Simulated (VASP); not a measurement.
Input of a VASP 6.6.1 run:

The input POSCAR:

```
PbSe
1.0
    3.8347291690      0.0000000000      0.0000000000
    0.0000000000      3.8347291690      0.0000000000
    0.0000000000      0.0000000000      3.8347291690
Pb Se
1 1
Direct
    0.0000000000      0.0000000000      0.0000000000
    0.5000000000      0.5000000000      0.5000000000
```

File INCAR.step1:

```
SYSTEM = PbSe
  ALGO = Normal
  EDIFF = 1E-4
  ENCUT = 520
  GGA = PE
  ISMEAR = 0
  LASPH = .TRUE.
  LCHARG = .FALSE.
  LREAL = .FALSE.
  LWAVE = .TRUE.
  NBANDS = 17
  NELM = 60
  PREC = Accurate
  SIGMA = 0.1
```

INCAR.step2

```
SYSTEM = PbSe
  ALGO = Normal
  EDIFF = 1E-7
  ENCUT = 520
  ISIF = 2
  ISMEAR = 0
  ISTART = 1
  LASPH = .TRUE.
  LCHARG = .FALSE.
  LMIXTAU = .TRUE.
  LREAL = .FALSE.
  LWAVE = .FALSE.
  METAGGA = R2SCAN
  NBANDS = 17
  NELM = 60
  PREC = Accurate
  SIGMA = 0.1
```

The input KPOINTS:

```
k-points
0
G
  12 12 12
  0 0 0
```

Potentials or basis: VASP PAW PBE potentials, release 64 (Pb_d, Se).

The run is started by

```bash
$ cat potpaw_PBE.64/Pb_d/POTCAR potpaw_PBE.64/Se/POTCAR > POTCAR
$ cp INCAR.step1 INCAR
$ mpirun -np 1 vasp_std > vasp.out
$ cp INCAR.step2 INCAR
$ mpirun -np 1 vasp_std > vasp.out
```

Task: Predict the band gap on the k mesh.

Result: Zero (bands 10 and 11 overlap by 0.35 eV).

Task: Estimate the pressure.

Result: -2.6 GPa.

Caveat: the cell differs from its parent crystal (strained); semilocal functionals underestimate gaps, so a narrow gap can read as zero; the PAW data sets were made with another functional, which shifts forces and pressure a little; spin-orbit coupling is left out, which moves the levels of the heavy elements.
